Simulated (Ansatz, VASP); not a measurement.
AlNi in VASP and in Ansatz

```
CELL_PARAMETERS angstrom
2.84169 -0.01326 -0.02363
-0.01326 2.86104 -0.00013
-0.02363 -0.00013 2.91987
ATOMIC_POSITIONS crystal
Al 0.99941 0.00325 0.00329
Ni 0.50286 0.48809 0.50616
```

Alike in both runs: task single point; functional PBE; k mesh 7 × 7 × 7; collinear spin.

|  | VASP | Ansatz |
| --- | --- | --- |
| version | VASP 6.6.1 | Ansatz 0.2.0 |
| potentials or method | VASP PAW PBE potentials, release 64 (Al, Ni), cutoff 520 eV | plane waves, PAW |
| occupations | fermi-dirac, width 0.1 eV | fermi-dirac |
| valence electrons in the cell | 13 | 21 |

```tsv
	VASP	Ansatz	Ansatz less VASP
pressure (GPa)	3.5	3.5	+0.01
traceless stress, the component that is largest in VASP (GPa)	1.95	1.94	-0.010
rms of the force components (eV/Å)	0.158	0.158	-0.0006
net moment per atom (μB)	0.00	0.00	0.000
```

Atom by atom the forces differ by 0.001 eV/Å (rms over components). VASP's potentials hold 13 valence electrons a cell and Ansatz's 21, so a difference there can come from the potentials and not from the codes. Ansatz's warnings: seeded moment not kept, stress scf threshold loose.
